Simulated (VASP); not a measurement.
Set up this calculation in VASP 6.6.1, as the native input.

```yaml
Task: single point
Functional: PBEsol
Potentials_or_basis: VASP PAW PBE potentials, release 64 (Ta_pv, N)
Cutoff: 520 eV
k_mesh: 7 × 6 × 26
Occupations: gaussian, width 0.1 eV
Spin: no spin polarisation
Dipole_correction: no
Further_INCAR_settings: ALGO = Normal; EDIFF = 1e-06; NBANDS = 24; ISYM = 0
```

The structure of TaN lies in POSCAR:

```
TaN
1.0
    5.0047014653      0.0000000000      0.0000000000
    0.0000000000      6.5343660620      0.0000000000
    2.5023507326     -0.6388540352      1.2958080818
Ta N
2 2
Direct
    0.0000000000      0.0000000000      0.0000000000
    0.5000000000      0.5000000000      0.0000000000
    0.4166666667      0.2500000000      0.5000000000
    0.5833333333      0.7500000000      0.5000000000
```

The input as run:

INCAR

```
PREC = Accurate
ENCUT = 520
EDIFF = 1E-6
ISMEAR = 0
SIGMA = 0.1
LREAL = False
LASPH = True
NELM = 60
ALGO = Normal
ISIF = 2
LWAVE = False
LCHARG = True
GGA = PS
LELF = True
LVHAR = True
ISYM = 0
NBANDS = 24
```

KPOINTS

```
regular mesh
0
Gamma
  7 6 26
```

Potentials or basis: VASP PAW PBE potentials, release 64 (Ta_pv, N).

The run is started by

```console
$ cat potpaw_PBE.64/Ta_pv/POTCAR potpaw_PBE.64/N/POTCAR > POTCAR
$ mpirun -np 1 vasp_std > vasp.out
```

Results of the run:

* Pressure: 0.9 GPa
* Band gap on the k mesh: zero (bands 16 and 17 overlap by 1.22 eV)

Caveat: the PAW data sets were made with another functional, which shifts forces and pressure a little; spin-orbit coupling is left out, which moves the levels of the heavy elements.

Run time: 21 min on 1 thread of Intel Xeon 8259CL, on a shared host, peak memory 0.59 GiB.
